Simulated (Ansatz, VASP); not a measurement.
Ti3Al: VASP beside Ansatz

```xyz
8
Lattice="2.9300 0.0000 0.0000 -1.4650 2.5375 0.0000 0.0000 0.0000 18.4641" Properties=species:S:1:pos:R:3 pbc="T T T"
Ti    1.4650    0.8458   18.4641
Ti    1.4650    0.8458    9.2321
Ti    0.0000    1.6916    6.9283
Ti    0.0000    1.6916   16.1604
Ti    0.0000    1.6916    2.3037
Ti    0.0000    1.6916   11.5358
Al    1.4650    0.8458    4.6160
Al    1.4650    0.8458   13.8481
```

Alike in both runs: task single point; functional PBE; k mesh 12 × 12 × 2; occupations gaussian, width 0.2 eV; no spin polarisation.

|  | VASP | Ansatz |
| --- | --- | --- |
| version | VASP 6.6.1 | Ansatz 0.2.0 |
| potentials or method | VASP PAW PBE potentials, release 64 (Ti_sv, Al), cutoff 520 eV | scalar-relativistic, plane waves, PAW |
| valence electrons in the cell | 78 | 78 |

```tsv
	VASP	Ansatz	Ansatz less VASP
gap on the k mesh at the Fermi level (eV)	none	none	-
pressure (GPa)	-0.1	0.0	+0.14
traceless stress, the component that is largest in VASP (GPa)	0.10	0.07	-0.034
rms of the force components (eV/Å)	0.003	0.007	+0.0039
```

Atom by atom the forces differ by 0.004 eV/Å (rms over components). A gap of «none» marks a metal or a gap that the smearing closes. The functional is the same, so the differences come from potentials, cutoffs and numerics.
